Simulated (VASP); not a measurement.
# SiO2 (P6_422) in VASP: notebook

Runs on SiO2. Level: LDA. Tasks: single point.

Program: VASP 6.6.1. These are calculated values, not measurements. Logs are shortened: lines on timing, memory, paths and dates and some standing lists are left out, and cuts for length are marked.

## (1) The cell of the first run

Symmetry: P6_422, No. 181, hexagonal system. Conventional cell: a = 5.024 Å, b = 5.024 Å, c = 5.516 Å, α = 90.00°, β = 90.00°, γ = 120.00°. Within 2.1 Å of Si (site symmetry 222) lie 4 O at 1.60 Å. Within 2.1 Å of O (site symmetry 2) lie 2 Si at 1.60 Å.

## (2) Single point, LDA

Contents of INCAR:

```
SYSTEM = SiO2
ALGO = Normal ; EDIFF = 1E-6
ENCUT = 520 ; GGA = CA
ISIF = 2 ; ISMEAR = 0
LASPH = .True. ; LCHARG = .True.
LELF = .True. ; LREAL = .False.
LVHAR = .True. ; LWAVE = .False.
NBANDS = 34 ; NELM = 100
PREC = Accurate ; SIGMA = 0.02
```

Contents of KPOINTS:

```
k-points
0
Gamma
  6 6 4
  0 0 0
```

Contents of POSCAR:

```
SiO2
1.0
    5.0241325771      0.0000000000      0.0000000000
   -2.5120662885      4.3510264437      0.0000000000
    0.0000000000      0.0000000000      5.5163645501
Si O
3 6
Direct
    0.0000000000      0.5000000000      0.3333333333
    0.5000000000      0.5000000000      0.6666666667
    0.5000000000      0.0000000000      0.0000000000
    0.5857158312      0.7928579156      0.8333333333
    0.7928579156      0.5857158312      0.5000000000
    0.7928579156      0.2071420844      0.1666666667
    0.4142841688      0.2071420844      0.8333333333
    0.2071420844      0.4142841688      0.5000000000
    0.2071420844      0.7928579156      0.1666666667
```

Potentials or basis: VASP PAW LDA potentials, release 64 (Si, O).

Launch:

```bash
$ cat potpaw_LDA.64/Si/POTCAR potpaw_LDA.64/O/POTCAR > POTCAR
$ mpirun -np 1 vasp_std > vasp.out
```

OUTCAR:

```text
SYSTEM = SiO2
   EDIFF = 1E-6
   ENCUT = 520
   GGA = CA
   ISIF = 2
   ISMEAR = 0
   LASPH = .True.
   LREAL = .False.
   NELM = 100
   PREC = Accurate

 ion  position               nearest neighbor table
   1  0.000  0.500  0.333-   6 1.60   9 1.60   8 1.60   5 1.60   3 3.11   3 3.11   2 3.11   2 3.11

   2  0.500  0.500  0.667-   4 1.60   7 1.60   5 1.60   8 1.60   3 3.11   3 3.11   1 3.11   1 3.11

   3  0.500  0.000  0.000-   4 1.60   7 1.60   6 1.60   9 1.60   2 3.11   2 3.11   1 3.11   1 3.11

   4  0.586  0.793  0.833-   2 1.60   3 1.60
   5  0.793  0.586  0.500-   1 1.60   2 1.60
   6  0.793  0.207  0.167-   1 1.60   3 1.60
   7  0.414  0.207  0.833-   2 1.60   3 1.60
   8  0.207  0.414  0.500-   1 1.60   2 1.60
   9  0.207  0.793  0.167-   1 1.60   3 1.60

  LATTYP: Found a hexagonal cell.
 ALAT       =     5.0241325771
 C/A-ratio  =     1.0979735239

  Lattice vectors:

 A1 = (   5.0241325771,   0.0000000000,   0.0000000000)
 A2 = (  -2.5120662885,   4.3510264437,   0.0000000000)
 A3 = (   0.0000000000,   0.0000000000,   5.5163645501)

Analysis of symmetry for initial positions (statically):
=====================================================================
 Subroutine PRICEL returns:
 Original cell was already a primitive cell.

 Routine SETGRP: Setting up the symmetry group for a
 hexagonal supercell.

 Subroutine GETGRP returns: Found 12 space group operations
 (whereof  4 operations were pure point group operations)
 out of a pool of 24 trial point group operations.

The static configuration has the point symmetry D_2 .
 The point group associated with its full space group is D_6 .

Analysis of symmetry for dynamics (positions and initial velocities):
=====================================================================
 Subroutine PRICEL returns:
 Original cell was already a primitive cell.

 Routine SETGRP: Setting up the symmetry group for a
 hexagonal supercell.

 Subroutine GETGRP returns: Found 12 space group operations
 (whereof  4 operations were pure point group operations)
 out of a pool of 24 trial point group operations.

The dynamic configuration has the point symmetry D_2 .
 The point group associated with its full space group is D_6 .

 Subroutine INISYM returns: Found 12 space group operations
 (whereof  4 operations are pure point group operations),
 and found     1 'primitive' translations

[... 109 lines left out ...]
   NFREE  =      0    steps in history (QN), initial steepest desc. (CG)
   ISIF   =      2    stress and relaxation
   ISYM   =      2    0-nonsym 1-usesym 2-fastsym
   POTIM  = 0.5000    time-step for ionic-motion
   TEBEG  =    0.0;   TEEND  =   0.0 temperature during run
   PSTRESS=    0.0 pullay stress
   NELECT =      48.0000    total number of electrons
   NUPDOWN=      -1.0000    fix difference up-down
   EMIN   =  10.00;   EMAX   =-10.00  energy-range for DOS
   EFERMI =   0.00;   METHOD = LEGACY
   ISMEAR =     0;   SIGMA  =   0.02  broadening in eV -4-tet -1-fermi 0-gaus
   EFERMI_NEDOS =   21; number of points for ismear=-14 and -15
   IALGO  =     38    algorithm
   IMIX   =      4    mixing-type and parameters
     AMIX     =   0.40;   BMIX     =  1.00
     AMIX_MAG =   1.60;   BMIX_MAG =  1.00
  volume/ion in A,a.u.               =      13.40        90.42
  Fermi-wavevector in a.u.,A,eV,Ry     =   1.204259  2.275720 19.731717  1.450240
  Thomas-Fermi vector in A             =   2.339989
   LORBIT       =      0    0 simple, 1 ext, 2 COOP (PROOUT), +10 PAW based schemes
   GGA     = CA    functional components
   LHFCALC =     F    Hartree Fock is set to
   AEXX    =    0.0000 exact exchange contribution
   IVDW    =     0    specifies the selected vdW correction
   LEPSILON=     F    determine dielectric tensor
   LRPA    =     F    only Hartree local field effects (RPA)
 non-spin polarized calculation
 Gauss-broadening in eV      SIGMA  =   0.02
  energy-cutoff  :      520.00
  volume of cell :      120.59
 maximum number of plane-waves:      3296
 NGX is ok and might be reduce to    40
   NGX = 19   NGY = 19   NGZ = 21

 number of electron      47.9999984 magnetization

 Free energy of the ion-electron system (eV)
  ---------------------------------------------------
  ext. energy  EPLUGINS =         0.00000000
  ---------------------------------------------------
  free energy    TOTEN  =       -77.80305640 eV

  energy without entropy =      -77.80305640  energy(sigma->0) =      -77.80305640

 E-fermi :   0.5726     XC(G=0):  -9.3978

 val. band max:        0.4139421965   @ k =   0.0000   0.0000   0.5000
 cond. band min:       5.9320764815   @ k =   0.0000   0.0000   0.0000
 fundamental gap:      5.5181342850
 Fermi energy:         0.5725811985

 k-point     1 :       0.0000    0.0000    0.0000
  band No.  band energies     occupation
      1     -18.8524      2.00000
      2     -17.3185      2.00000
      3     -17.3185      2.00000
      4     -16.6580      2.00000
      5     -16.6326      2.00000
      6     -16.6326      2.00000
[... 766 lines left out ...]
     33      11.6701      0.00000
     34      11.6926      0.00000

------------------------ aborting loop because EDIFF is reached ----------------------------------------

  FORCE on cell =-STRESS in cart. coord.  units (eV):
  Direction    XX          YY          ZZ          XY          YZ          ZX
  --------------------------------------------------------------------------------------
  -------------------------------------------------------------------------------------
  Total        1.2085407      1.2085407      1.2628489      0.0000000      0.0000000      0.0000000
  in kB       16.0570620     16.0570620     16.7786188      0.0000000      0.0000000      0.0000000
  external PRESSURE =      16.2975809 kB  Pullay stress =       0.0000000 kB

 VOLUME and BASIS-vectors are now :
 -----------------------------------------------------------------------------
  energy-cutoff  :      520.00
  volume of cell :      120.59
      direct lattice vectors                 reciprocal lattice vectors
     5.024132577  0.000000000  0.000000000     0.199039334  0.114915413  0.000000000
    -2.512066288  4.351026444  0.000000000     0.000000000  0.229830826  0.000000000
     0.000000000  0.000000000  5.516364550     0.000000000  0.000000000  0.181278810

 POSITION                                       TOTAL-FORCE (eV/Angst)
 -----------------------------------------------------------------------------------
     -1.25603      2.17551      1.83879         0.000000     -0.000000     -0.000000
      1.25603      2.17551      3.67758         0.000000     -0.000000      0.000000
      2.51207      0.00000      0.00000         0.000000     -0.000000     -0.000000
      0.95100      3.44975      4.59697         0.006667      0.003849      0.000000
      2.51207      2.54847      2.75818         0.000000      0.007698     -0.000000
      3.46307      0.90128      0.91939         0.006667     -0.003849     -0.000000
      1.56106      0.90128      4.59697        -0.006667     -0.003849     -0.000000
      0.00000      1.80256      2.75818        -0.000000     -0.007698     -0.000000
     -0.95100      3.44975      0.91939        -0.006667      0.003849     -0.000000
 -----------------------------------------------------------------------------------
    total drift:                                0.000000     -0.000000      0.000001

  FREE ENERGIE OF THE ION-ELECTRON SYSTEM (eV)
  ---------------------------------------------------
  free  energy   TOTEN  =       -77.8030563952 eV

  energy  without entropy=      -77.8030563952  energy(sigma->0) =      -77.80305640
```

OSZICAR:

```text
N       E                     dE             d eps       ncg     rms          rms(c)
DAV:   1     0.276347966096E+03    0.27635E+03   -0.24875E+04  1428   0.129E+03
DAV:   2    -0.686767445088E+02   -0.34502E+03   -0.33444E+03  1856   0.299E+02
DAV:   3    -0.880290473841E+02   -0.19352E+02   -0.19273E+02  1814   0.754E+01
DAV:   4    -0.882398122457E+02   -0.21076E+00   -0.21057E+00  1800   0.888E+00
DAV:   5    -0.882428659867E+02   -0.30537E-02   -0.30525E-02  1800   0.105E+00    0.267E+01
DAV:   6    -0.780857260161E+02    0.10157E+02   -0.36781E+01  1626   0.320E+01    0.134E+01
DAV:   7    -0.779135167373E+02    0.17221E+00   -0.10276E+00  1712   0.489E+00    0.460E+00
DAV:   8    -0.778190767082E+02    0.94440E-01   -0.57684E-02  1762   0.162E+00    0.176E+00
DAV:   9    -0.778024924418E+02    0.16584E-01   -0.21368E-02  1808   0.100E+00    0.274E-01
DAV:  10    -0.778031173496E+02   -0.62491E-03   -0.22070E-03  1724   0.249E-01    0.980E-02
DAV:  11    -0.778030557162E+02    0.61633E-04   -0.63544E-04  1768   0.147E-01    0.154E-02
DAV:  12    -0.778030562867E+02   -0.57055E-06   -0.14265E-05  1774   0.214E-02    0.793E-03
DAV:  13    -0.778030563952E+02   -0.10842E-06   -0.41022E-06  1800   0.109E-02
   1 F= -.77803056E+02 E0= -.77803056E+02  d E =-.140446E-30
```

Wall time 82 s (1 thread of Intel Xeon Platinum 8259CL at 2.50GHz (Skylake/Cascade Lake), shared host); peak memory 0.22 GiB.

Results:

- Free energy: -77.8031 eV
- Pressure: 1.6 GPa
- Largest force: 0.008 eV/Å
- Band gap on the k mesh: 5.52 eV, indirect (least direct gap 5.70 eV)

Forces in eV/Å, atoms in the order of the input:
```
Si   0.000  0.000  0.000
Si   0.000  0.000  0.000
Si   0.000  0.000  0.000
O    0.007  0.004  0.000
O    0.000  0.008  0.000
O    0.007 -0.004  0.000
O   -0.007 -0.004  0.000
O    0.000 -0.008  0.000
O   -0.007  0.004  0.000
```

A k mesh can miss the band edges.

(Part 1 of 3 ends here.)
